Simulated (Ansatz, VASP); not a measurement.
# One calculation of NbTe, two programs

```
Nb Te
1.0
     3.70147    0.00000    0.00000
     0.00000    3.70147    0.00000
     0.00000    0.00000    3.70147
Nb Te
1 1
Cartesian
  1.8507 1.8507 1.8507
  0.0000 0.0000 0.0000
```

Alike in both runs: task relaxation of cell and atoms; functional PBE; k mesh 6 × 6 × 6; occupations gaussian, width 0.1 eV; no spin polarisation.

|  | VASP | Ansatz |
| --- | --- | --- |
| version | VASP 6.6.1 | Ansatz 0.2.0 |
| potentials or method | VASP PAW PBE potentials, release 64 (Nb_sv, Te), cutoff 600 eV | scalar-relativistic, plane waves, PAW |
| valence electrons in the cell | 19 | 29 |

Ansatz gave:

- gap on the k mesh at the Fermi level, each at its own relaxed structure (eV): none
- relaxed volume (Å³/atom): 20.19
- relaxed cell length with the largest relative difference (Å): 3.431

Estimate VASP's values.

gap on the k mesh at the Fermi level, each at its own relaxed structure (eV): none; relaxed volume (Å³/atom): 20.15; relaxed cell length with the largest relative difference (Å): 3.428.

A gap of «none» marks a metal or a gap that the smearing closes. VASP's potentials hold 19 valence electrons a cell and Ansatz's 29, so a difference there can come from the potentials and not from the codes.

Neither program's run includes spin-orbit coupling. Noted on VASP's run: the volume moved by over 15 % at a fixed basis, so the end points are rough.
